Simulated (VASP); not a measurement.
# Cs8SnPb7Cl24 (a cell with a defect) in VASP: relaxation of the atoms with PBEsol

Aim: the relaxation of the atoms of Cs8SnPb7Cl24 (a cell with a defect) with PBEsol.

Everything below comes from runs of VASP 6.6.1. Logs are shortened: lines on timing, memory, paths and dates and some standing lists are left out, and cuts for length are marked.

### Step 1. The cell of the first run

The cell holds a defect, 40 atoms: a = 11.234 Å, b = 11.234 Å, c = 11.234 Å, α = 90.00°, β = 90.00°, γ = 90.00°.

### Step 2. Relaxation of the atoms, PBEsol

Contents of INCAR:

```
SYSTEM = Cs8SnPb7Cl24
PREC = Accurate ; ENCUT = 450
EDIFF = 1E-7 ; ISMEAR = -1
SIGMA = 0.05 ; LREAL = Auto
LASPH = .TRUE. ; NELM = 120
ALGO = Normal ; ISIF = 2
LWAVE = .FALSE. ; LCHARG = .FALSE.
GGA = PS ; IBRION = 2
NSW = 100 ; EDIFFG = -0.03
ISYM = -1 ; GGA_COMPAT = .FALSE.
NELMIN = 4 ; KPAR = 1
```

Contents of KPOINTS:

```
explicit points
1
Reciprocal
  0.25000000   0.25000000   0.25000000 1
```

Contents of POSCAR:

```
Cs8SnPb7Cl24
1.0
   11.2343380000      0.0000000000      0.0000000000
    0.0000000000     11.2343380000      0.0000000000
    0.0000000000      0.0000000000     11.2343380000
Cs Sn Pb Cl
8 1 7 24
Direct
    0.0040200000      0.9998230000      0.9994430000
    0.0004600000      0.9985300000      0.5021050000
    0.9993620000      0.4975940000      0.0005370000
    0.9998820000      0.5011900000      0.4998650000
    0.5008540000      0.0028130000      0.0011980000
    0.4974620000      0.9994200000      0.5016770000
    0.4997740000      0.5012410000      0.0003240000
    0.4998820000      0.4978690000      0.4992350000
    0.2479370000      0.2485600000      0.2482040000
    0.2493960000      0.2500060000      0.7484270000
    0.2499730000      0.7484140000      0.2515390000
    0.2487520000      0.7484840000      0.7496430000
    0.7499890000      0.2509130000      0.2498780000
    0.7484770000      0.2502340000      0.7484150000
    0.7506780000      0.7498600000      0.2507910000
    0.7493860000      0.7495360000      0.7506690000
    0.2484770000      0.2496190000      0.0028240000
    0.2506440000      0.2488910000      0.5018190000
    0.2528500000      0.7535550000      0.9993800000
    0.2541750000      0.7508490000      0.5012400000
    0.7470500000      0.2515400000      0.9974210000
    0.7501820000      0.2530350000      0.5011680000
    0.7492140000      0.7503830000      0.9995090000
    0.7509150000      0.7499810000      0.5002650000
    0.0029240000      0.2463680000      0.2518260000
    0.0006910000      0.2501410000      0.7476920000
    0.0000050000      0.7485440000      0.2482000000
    0.0038470000      0.7479890000      0.7524040000
    0.5009490000      0.2554540000      0.2475730000
    0.4980970000      0.2487350000      0.7481390000
    0.4977800000      0.7489540000      0.2514820000
    0.5003850000      0.7494150000      0.7505580000
    0.2490880000      0.9996740000      0.2509680000
    0.2498170000      0.0009240000      0.7536730000
    0.2513720000      0.4987540000      0.2481850000
    0.2493500000      0.4981890000      0.7508810000
    0.7506850000      0.9976360000      0.2500880000
    0.7477440000      0.0006650000      0.7496880000
    0.7501630000      0.5024380000      0.2521210000
    0.7482320000      0.5010130000      0.7520190000
```

Potentials or basis: VASP PAW PBE potentials, release 64 (Cs_sv, Sn_d, Pb_d, Cl).

The run is started by

```bash
$ cat potpaw_PBE.64/Cs_sv/POTCAR potpaw_PBE.64/Sn_d/POTCAR potpaw_PBE.64/Pb_d/POTCAR potpaw_PBE.64/Cl/POTCAR > POTCAR
$ mpirun -np 4 vasp_std > vasp.out
```

OUTCAR:

```text
SYSTEM = Cs8SnPb7Cl24
   PREC = Accurate
   ENCUT = 450
   EDIFF = 1E-7
   ISMEAR = -1
   LREAL = Auto
   LASPH = .TRUE.
   NELM = 120
   ISIF = 2
   GGA = PS
   IBRION = 2
   NSW = 100
   EDIFFG = -0.03
   ISYM = -1
   NELMIN = 4

 ion  position               nearest neighbor table
   1  0.004  1.000  0.999-
   2  0.000  0.999  0.502-
   3  0.999  0.498  0.001-
   4  1.000  0.501  0.500-
   5  0.501  0.003  0.001-
   6  0.497  0.999  0.502-
   7  0.500  0.501  0.000-
   8  0.500  0.498  0.499-
   9  0.248  0.249  0.248-  25 2.75  17 2.76  33 2.80  35 2.81  29 2.84  18 2.85
  10  0.249  0.250  0.748-  18 2.77  36 2.79  30 2.79  26 2.79  34 2.80  17 2.86
  11  0.250  0.748  0.252-  31 2.78  35 2.81  20 2.81  27 2.81  33 2.82  19 2.83
  12  0.249  0.748  0.750-  28 2.75  20 2.79  19 2.81  36 2.81  32 2.83  34 2.84
  13  0.750  0.251  0.250-  29 2.80  22 2.82  39 2.83  21 2.84  25 2.84  37 2.85
  14  0.748  0.250  0.748-  22 2.78  21 2.80  38 2.80  30 2.81  40 2.82  26 2.83
  15  0.751  0.750  0.251-  39 2.78  37 2.78  27 2.80  24 2.80  23 2.82  31 2.84
  16  0.749  0.750  0.751-  40 2.79  23 2.80  32 2.80  24 2.81  38 2.82  28 2.86
  17  0.248  0.250  0.003-   9 2.76  10 2.86
  18  0.251  0.249  0.502-  10 2.77   9 2.85
  19  0.253  0.754  0.999-  12 2.81  11 2.83
  20  0.254  0.751  0.501-  12 2.79  11 2.81
  21  0.747  0.252  0.997-  14 2.80  13 2.84
  22  0.750  0.253  0.501-  14 2.78  13 2.82
[... 16 lines left out ...]
  39  0.750  0.502  0.252-  15 2.78  13 2.83
  40  0.748  0.501  0.752-  16 2.79  14 2.82

IMPORTANT INFORMATION: All symmetrisations will be switched off!
NOSYMM: (Re-)initialisation of all symmetry stuff for point group C_1.

----------------------------------------------------------------------------------------

                                     Primitive cell

  volume of cell :    1417.8897

  direct lattice vectors                    reciprocal lattice vectors
    11.234338000  0.000000000  0.000000000     0.089012811  0.000000000  0.000000000
     0.000000000 11.234338000  0.000000000     0.000000000  0.089012811  0.000000000
     0.000000000  0.000000000 11.234338000     0.000000000  0.000000000  0.089012811

  length of vectors
    11.234338000 11.234338000 11.234338000     0.089012811  0.089012811  0.089012811

  position of ions in fractional coordinates (direct lattice)
     0.004020000  0.999823000  0.999443000
     0.000460000  0.998530000  0.502105000
     0.999362000  0.497594000  0.000537000
     0.999882000  0.501190000  0.499865000
     0.500854000  0.002813000  0.001198000
     0.497462000  0.999420000  0.501677000
[... 32 lines left out ...]
     0.750163000  0.502438000  0.252121000
     0.748232000  0.501013000  0.752019000

  ion indices of the primitive-cell ions
   primitive index   ion index
                 1           1
                 2           2
                 3           3
                 4           4
                 5           5
                 6           6
[... 32 lines left out ...]
                39          39
                40          40

----------------------------------------------------------------------------------------

 KPOINTS: explicit points

Read explicit list of k-points.

 Found      1 k-points:

 Following reciprocal coordinates:
            Coordinates               Weight
  0.250000  0.250000  0.250000      1.000000
   k-points           NKPTS =      1   k-points in BZ     NKDIM =      1   number of bands    NBANDS=    212
   number of dos      NEDOS =    301   number of ions     NIONS =     40
   total plane-waves  NPLWV = 512000
   dimension x,y,z NGX =    80 NGY =   80 NGZ =   80
   dimension x,y,z NGXF=   160 NGYF=  160 NGZF=  160
   ions per type =               8   1   7  24
   NGX,Y,Z   is equivalent  to a cutoff of  11.84, 11.84, 11.84 a.u.
   NGXF,Y,Z  is equivalent  to a cutoff of  23.68, 23.68, 23.68 a.u.
 SYSTEM =  Cs8SnPb7Cl24
   PREC   = accura    normal or accurate (medium, high low for compatibility)
   ISTART =      0    job   : 0-new  1-cont  2-samecut
   ICHARG =      2    charge: 1-file 2-atom 10-const
   ISPIN  =      1    spin polarized calculation?
   LNONCOLLINEAR =      F non collinear calculations
   LSORBIT =      F    spin-orbit coupling
   LASPH  =      T    aspherical Exc in radial PAW
   ENCUT  =  450.0 eV  33.07 Ry    5.75 a.u.  19.43 19.43 19.43*2*pi/ulx,y,z
   NELM   =    120;   NELMIN=  4; NELMDL= -5     # of ELM steps
   EDIFF  = 0.1E-06   stopping-criterion for ELM
   LREAL  =      T    real-space projection
   EDIFFG = -.3E-01   stopping-criterion for IOM
   NSW    =    100    number of steps for IOM
   IBRION =      2    ionic relax: 0-MD 1-quasi-New 2-CG
   NFREE  =      1    steps in history (QN), initial steepest desc. (CG)
   ISIF   =      2    stress and relaxation
   ISYM   =     -1    0-nonsym 1-usesym 2-fastsym
   POTIM  = 0.5000    time-step for ionic-motion
   TEBEG  =    0.0;   TEEND  =   0.0 temperature during run
   PSTRESS=    0.0 pullay stress
   NELECT =     352.0000    total number of electrons
   NUPDOWN=      -1.0000    fix difference up-down
   EMIN   =  10.00;   EMAX   =-10.00  energy-range for DOS
   EFERMI =   0.00;   METHOD = LEGACY
   ISMEAR =    -1;   SIGMA  =   0.05  broadening in eV -4-tet -1-fermi 0-gaus
   EFERMI_NEDOS =   21; number of points for ismear=-14 and -15
   IALGO  =     38    algorithm
   IMIX   =      4    mixing-type and parameters
     AMIX     =   0.40;   BMIX     =  1.00
     AMIX_MAG =   1.60;   BMIX_MAG =  1.00
  volume/ion in A,a.u.               =      35.45       239.21
  Fermi-wavevector in a.u.,A,eV,Ry     =   1.028904  1.944347 14.403721  1.058644
  Thomas-Fermi vector in A             =   2.162924
   LORBIT       =      0    0 simple, 1 ext, 2 COOP (PROOUT), +10 PAW based schemes
   GGA     = PS    functional components
   LHFCALC =     F    Hartree Fock is set to
   AEXX    =    0.0000 exact exchange contribution
   IVDW    =     0    specifies the selected vdW correction
   LEPSILON=     F    determine dielectric tensor
   LRPA    =     F    only Hartree local field effects (RPA)
 conjugate gradient relaxation of ions
 non-spin polarized calculation
  energy-cutoff  :      450.00
  volume of cell :     1417.89
 maximum number of plane-waves:     30736
 NGX is ok and might be reduce to    80
   NGX = 39   NGY = 39   NGZ = 39

--------------------------------------- Ionic step        1  -------------------------------------------

 number of electron     352.0000010 magnetization

 Free energy of the ion-electron system (eV)
  ---------------------------------------------------
  ext. energy  EPLUGINS =         0.00000000
  ---------------------------------------------------
  free energy    TOTEN  =      -147.18092162 eV

  energy without entropy =     -147.18092162  energy(sigma->0) =     -147.18092162

------------------------ aborting loop because EDIFF is reached ----------------------------------------

  FORCE on cell =-STRESS in cart. coord.  units (eV):
  Direction    XX          YY          ZZ          XY          YZ          ZX
  --------------------------------------------------------------------------------------
  -------------------------------------------------------------------------------------
  Total       -2.3351394     -2.3971811     -2.3715926     -0.2239200     -0.2102437     -0.2097120
  in kB       -2.6386449     -2.7087503     -2.6798359     -0.2530236     -0.2375698     -0.2369689
  external PRESSURE =      -2.6757437 kB  Pullay stress =       0.0000000 kB

 VOLUME and BASIS-vectors are now :
 -----------------------------------------------------------------------------
  energy-cutoff  :      450.00
  volume of cell :     1417.89
      direct lattice vectors                 reciprocal lattice vectors
    11.234338000  0.000000000  0.000000000     0.089012811  0.000000000  0.000000000
     0.000000000 11.234338000  0.000000000     0.000000000  0.089012811  0.000000000
     0.000000000  0.000000000 11.234338000     0.000000000  0.000000000  0.089012811
[... 411 lines left out ...]
      8.43514      5.61793      2.82979         0.010498      0.000650     -0.005290
      8.40595      5.61823      8.44791         0.001905      0.012185     -0.000253
 -----------------------------------------------------------------------------------
    total drift:                               -0.008701      0.005232      0.000129

  FREE ENERGIE OF THE ION-ELECTRON SYSTEM (eV)
  ---------------------------------------------------
  free  energy   TOTEN  =      -147.2249519187 eV

  energy  without entropy=     -147.2249519187  energy(sigma->0) =     -147.22495192

--------------------------------------- Ionic step        7  -------------------------------------------

 number of electron     352.0000013 magnetization

 Free energy of the ion-electron system (eV)
  ---------------------------------------------------
  ext. energy  EPLUGINS =         0.00000000
  ---------------------------------------------------
  free energy    TOTEN  =      -147.22592366 eV

  energy without entropy =     -147.22592366  energy(sigma->0) =     -147.22592366

 E-fermi :   2.2368     XC(G=0):  -7.9735

 val. band max:        0.9554240123   @ k =   0.2500   0.2500   0.2500
 cond. band min:       4.0544089957   @ k =   0.2500   0.2500   0.2500
 fundamental gap:      3.0989849833
 Fermi energy:         2.2368368207

 k-point     1 :       0.2500    0.2500    0.2500
  band No.  band energies     occupation
      1     -19.6988      2.00000
      2     -19.6944      2.00000
      3     -19.6902      2.00000
      4     -19.6882      2.00000
      5     -19.6841      2.00000
      6     -19.6773      2.00000
[... 180 lines left out ...]
    187       4.8418      0.00000
    188       4.8510      0.00000
 [bands above 188 left out]

------------------------ aborting loop because EDIFF is reached ----------------------------------------

  FORCE on cell =-STRESS in cart. coord.  units (eV):
  Direction    XX          YY          ZZ          XY          YZ          ZX
  --------------------------------------------------------------------------------------
  -------------------------------------------------------------------------------------
  Total       -2.5732152     -2.5664897     -2.5669015     -0.2138982     -0.2123671     -0.2004528
  in kB       -2.9076641     -2.9000645     -2.9005298     -0.2416992     -0.2399691     -0.2265062
  external PRESSURE =      -2.9027528 kB  Pullay stress =       0.0000000 kB

 VOLUME and BASIS-vectors are now :
 -----------------------------------------------------------------------------
  energy-cutoff  :      450.00
  volume of cell :     1417.89
      direct lattice vectors                 reciprocal lattice vectors
    11.234338000  0.000000000  0.000000000     0.089012811  0.000000000  0.000000000
     0.000000000 11.234338000  0.000000000     0.000000000  0.089012811  0.000000000
     0.000000000  0.000000000 11.234338000     0.000000000  0.000000000  0.089012811
[... 41 lines left out ...]
      8.43696      5.61840      2.82890         0.008940     -0.000888     -0.004437
      8.40611      5.61867      8.44790         0.001418      0.005973     -0.000343
 -----------------------------------------------------------------------------------
    total drift:                               -0.009532      0.004790      0.000900

  FREE ENERGIE OF THE ION-ELECTRON SYSTEM (eV)
  ---------------------------------------------------
  free  energy   TOTEN  =      -147.2259236625 eV

  energy  without entropy=     -147.2259236625  energy(sigma->0) =     -147.22592366

 reached required accuracy - stopping structural energy minimisation
```

It took 7.1 min on 4 MPI ranks of Intel Xeon Platinum 8488C (Sapphire Rapids), shared host; peak memory 0.42 GiB.

Results:

* Free energy: -147.2259 eV
* Energy gained by relaxing: 1.1 meV/atom
* Ionic steps: 7
* Pressure after relaxing: -0.3 GPa
* Largest force after relaxing: 0.027 eV/Å
* Band gap on the k mesh: 3.10 eV

Forces in eV/Å, atoms in the order of the input:
```
Cs   0.009  0.002  0.013
Cs   0.002  0.012 -0.013
Cs   0.003 -0.001  0.005
Cs  -0.005 -0.009 -0.006
Cs  -0.004 -0.002  0.001
Cs  -0.001 -0.001 -0.002
Cs   0.001 -0.005  0.007
Cs   0.000 -0.003 -0.008
Sn  -0.008  0.001 -0.019
Pb   0.000  0.000  0.016
Pb   0.008  0.006  0.004
Pb  -0.005 -0.001  0.002
Pb   0.007  0.004  0.000
Pb  -0.003 -0.006  0.004
Pb   0.011  0.001  0.004
Pb  -0.017 -0.001  0.006
Cl  -0.004 -0.005 -0.003
Cl   0.005  0.004 -0.013
Cl   0.000 -0.007 -0.005
Cl  -0.014  0.002  0.002
Cl   0.007  0.002  0.006
Cl  -0.005  0.001 -0.001
Cl  -0.003  0.000 -0.006
Cl   0.012  0.001  0.005
Cl  -0.024  0.011 -0.008
Cl  -0.004 -0.003  0.000
Cl   0.004 -0.001  0.004
Cl   0.005  0.003 -0.002
Cl   0.010 -0.016  0.008
Cl   0.007 -0.002  0.000
Cl  -0.003 -0.002  0.003
Cl   0.012  0.000 -0.003
Cl   0.008  0.001  0.001
Cl  -0.007  0.004 -0.010
Cl  -0.009  0.009  0.010
Cl   0.001 -0.001  0.004
Cl  -0.010 -0.001  0.003
Cl   0.006 -0.002 -0.004
Cl   0.009 -0.001 -0.004
Cl   0.001  0.006  0.000
```

Step by step:
```csv
step,energy change (eV),largest force (eV/Å),pressure (GPa)
1,0.0000,0.2567,-0.27
2,-0.0230,0.1703,-0.28
3,-0.0406,0.0765,-0.29
4,-0.0406,0.0764,-0.29
5,-0.0421,0.0502,-0.29
6,-0.0440,0.0403,-0.29
7,-0.0450,0.0272,-0.29
```

Final structure:
```
Cs Sn Pb Cl
1.0
    11.23434    0.00000    0.00000
     0.00000   11.23434    0.00000
     0.00000    0.00000   11.23434
Cs Sn Pb Cl
8 1 7 24
Direct
  0.00438 0.99960 0.00002
  0.00053 0.99930 0.50137
  0.99946 0.49783 0.00053
  0.99963 0.50047 0.49973
  0.50063 0.00256 0.00114
  0.49730 0.99932 0.50160
  0.49980 0.50099 0.00086
  0.49983 0.49768 0.49863
  0.25024 0.24958 0.25044
  0.24930 0.24962 0.75012
  0.24996 0.74932 0.25014
  0.25101 0.74939 0.75065
  0.75028 0.25022 0.24953
  0.74912 0.25049 0.74925
  0.74965 0.75024 0.25027
  0.75057 0.75025 0.75047
  0.24783 0.24924 0.00362
  0.25083 0.24898 0.49792
  0.25275 0.75297 0.00067
  0.25306 0.75084 0.50034
  0.74768 0.25166 0.99944
  0.74980 0.25302 0.49926
  0.74899 0.75032 0.00055
  0.75168 0.75006 0.50035
  0.00412 0.24726 0.25080
  0.99937 0.24993 0.74789
  0.00005 0.74823 0.24864
  0.00053 0.74825 0.75202
  0.49767 0.25417 0.24789
  0.49890 0.24870 0.74802
  0.49978 0.74906 0.25156
  0.50028 0.74934 0.75046
  0.24952 0.00219 0.25080
  0.24933 0.99956 0.75297
  0.25033 0.49619 0.24855
  0.24938 0.49936 0.75111
  0.75003 0.00044 0.25026
  0.74809 0.00037 0.74943
  0.75100 0.50011 0.25181
  0.74825 0.50013 0.75197
```

Caveat: the PAW data sets were made with another functional, which shifts forces and pressure a little; spin-orbit coupling is left out, which moves the levels of the heavy elements.
